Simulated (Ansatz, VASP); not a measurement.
AlAs: VASP beside Ansatz

```
Al As
1.0
     0.00000    2.83790    2.83790
     2.83790    0.00000    2.83790
     2.83790    2.83790    0.00000
Al As
1 1
Direct
  0.00000 0.00000 0.00000
  0.75000 0.75000 0.75000
```

Alike in both runs: task single point; functional BLYP; k mesh 4 × 4 × 4; occupations gaussian, width 0.1 eV; no spin polarisation.

```csv
,VASP,Ansatz
version,VASP 6.6.1,Ansatz 0.2.0
potentials or method,"VASP PAW PBE potentials, release 64 (Al, As), cutoff 500 eV","scalar-relativistic, plane waves, PAW"
valence electrons in the cell,8,18
```

|  | VASP | Ansatz | Ansatz less VASP |
| --- | --- | --- | --- |
| gap on the k mesh at the Fermi level (eV) | 1.67 | 1.69 | +0.014 |
| least direct gap on the mesh (eV) | 2.04 | 2.00 | -0.035 |
| pressure (GPa) | 5.0 | 4.5 | -0.44 |

VASP's potentials were made for PBE, not for BLYP. With one functional, cell and mesh, what is left measures potentials, basis and numerics. VASP's potentials hold 8 valence electrons a cell and Ansatz's 18, so a difference there can come from the potentials and not from the codes.

The k mesh is coarse, so the values compare programs but aren't converged.
